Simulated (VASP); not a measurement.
Write the native input for VASP 6.6.1 that does the following.

- Task: relaxation of cell and atoms
- Functional: PBE
- Potentials or basis: VASP PAW PBE potentials, release 64 (Ru_pv, C)
- Cutoff: 600 eV
- k mesh: 12 × 12 × 18
- Occupations: gaussian, width 0.1 eV
- Spin: no spin polarisation
- Dipole correction: no
- Further INCAR settings: ALGO = Normal; EDIFF = 1e-06; IBRION = 2; EDIFFG = -0.01; NSW = 100; ISIF = 3

The structure of Ru2C lies in POSCAR:

```
Ru2C
1.0
    4.0702093443      0.0000000000      0.0000000000
   -2.0351046722      3.5249046909      0.0000000000
    0.0000000000      0.0000000000      2.6351784689
Ru C
2 1
Direct
    0.3333333333      0.6666666667      0.5000000000
    0.6666666667      0.3333333333      0.5000000000
    0.0000000000      0.0000000000      0.0000000000
```

One way to write it, as run:

INCAR

```
PREC = Accurate
ENCUT = 600
EDIFF = 1E-6
ISMEAR = 0
SIGMA = 0.1
LREAL = False
LASPH = True
NELM = 80
ALGO = Normal
ISIF = 3
LWAVE = False
LCHARG = False
GGA = PE
IBRION = 2
NSW = 100
EDIFFG = -0.01
```

KPOINTS

```
Automatic mesh
0
Gamma
  12 12 18
```

Potentials or basis: VASP PAW PBE potentials, release 64 (Ru_pv, C).

Launch:

```console
$ cat potpaw_PBE.64/Ru_pv/POTCAR potpaw_PBE.64/C/POTCAR > POTCAR
$ mpirun -np 1 vasp_std > vasp.out
```

It gave:

- Relaxed volume: 12.66 Å³/atom
- Relaxed cell: a = 4.080 Å, b = 4.080 Å, c = 2.635 Å, α = 90.00°, β = 90.00°, γ = 120.00°
- Space group after relaxing (to 0.05 Å): P6/mmm (No. 191)
- Energy gained by relaxing: 0.2 meV/atom
- Ionic steps: 5
- Pressure after relaxing: 0.0 GPa
- Band gap on the k mesh: zero (band 16 reaches 11.23 eV, above the bottom of band 17 at 9.88 eV)

It took 8.6 min on 1 thread of Oxide Virtual Turin-like Processor, on a shared host, peak memory 0.28 GiB.
